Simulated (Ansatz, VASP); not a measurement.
**One calculation of BN, two programs**

```
B N
1.0
     2.54309    0.00064   -0.00015
    -0.90795    3.47407   -0.00043
    -0.58603   -1.76707    3.40551
B N
2 2
Cartesian
  -0.2411 0.8307 1.9655
  -0.2295 0.8712 0.2380
  0.9626 1.2392 2.7640
  0.4741 -0.1654 3.0746
```

Alike in both runs: functional PBE; k mesh 12 × 10 × 8; occupations gaussian, width 0.02 eV; no spin polarisation.

Ansatz relaxed the structure, and its values are those at the end. VASP's run is a single point on that final structure, the one shown.

|  | VASP | Ansatz |
| --- | --- | --- |
| version | VASP 6.6.1 | Ansatz 0.2.0 |
| potentials or method | VASP PAW PBE potentials, release 64 (B, N), cutoff 520 eV | scalar-relativistic, plane waves, PAW |
| valence electrons in the cell | 16 | 16 |

```tsv
	VASP	Ansatz	Ansatz less VASP
gap on the k mesh at the Fermi level (eV)	1.61	1.61	+0.007
least direct gap on the mesh (eV)	2.70	2.71	+0.003
pressure (GPa)	0.1	0.0	-0.13
rms of the force components (eV/Å)	0.025	0.002	-0.0228
```

The functional is the same, so the differences come from potentials, cutoffs and numerics.
